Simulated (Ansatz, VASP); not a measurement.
# One calculation of In, two programs

INCAR

```
  PREC = Accurate
  ENCUT = 520
  EDIFF = 1E-8
  ISMEAR = -1
  SIGMA = 0.05
  LREAL = False
  LASPH = True
  NELM = 100
  ALGO = Normal
  ISIF = 2
  LWAVE = False
  LCHARG = False
  GGA = CA
  LEFG = True
  NBANDS = 12
```

Contents of KPOINTS:

```
Automatic mesh
0
Gamma
  14 14 14
```

The input POSCAR:

```
In
1.0
   -1.6475491645      1.6475491645      2.5065057071
    1.6475491645     -1.6475491645      2.5065057071
    1.6475491645      1.6475491645     -2.5065057071
In
1
Direct
    0.0000000000      0.0000000000      0.0000000000
```

Input for Ansatz:

```yaml
crystal:
  lattice:
    - [-1.6475491645, 1.6475491645, 2.5065057071]
    - [1.6475491645, -1.6475491645, 2.5065057071]
    - [1.6475491645, 1.6475491645, -2.5065057071]
  atoms:
    - { symbol: In, position: [0.0, 0.0, 0.0] }
kpoints:
  mp_grid: { grid: [14, 14, 14] }
scf:
  occupations: { method: fermi_dirac, width: 0.05 }
hamiltonian:
  xc: lda
  pseudopotentials: { kind: all_electron, datasets: crystal }
output:
  forces: true
  stress: true
  eigenvalues: true
  efg: { contact_densities: true }
```

Change from the starting cell: volume scaled by 1.04, crystal datasets.

Alike in both runs: task electric field gradients; functional LDA; k mesh 14 × 14 × 14; occupations fermi-dirac, width 0.05 eV; no spin polarisation.

|  | VASP | Ansatz |
| --- | --- | --- |
| version | VASP 6.6.1 | Ansatz 0.2.0 |
| potentials or method | VASP PAW LDA potentials, release 64 (In_d), cutoff 520 eV | all-electron PAW with datasets made for the crystal, scalar-relativistic |

```csv
,VASP,Ansatz,Ansatz less VASP
pressure (GPa),-4.0,-3.9,+0.02
"traceless stress, the component that is largest in VASP (GPa)",0.25,0.25,-0.001
size of Vzz on the site where it differs most (V/Å²),20.6,20.6,-0.03
```

LDA's correlation is that of Perdew and Zunger in VASP and of Perdew and Wang (1992) in Ansatz. Ansatz ran all-electron here, and VASP with PAW potentials.
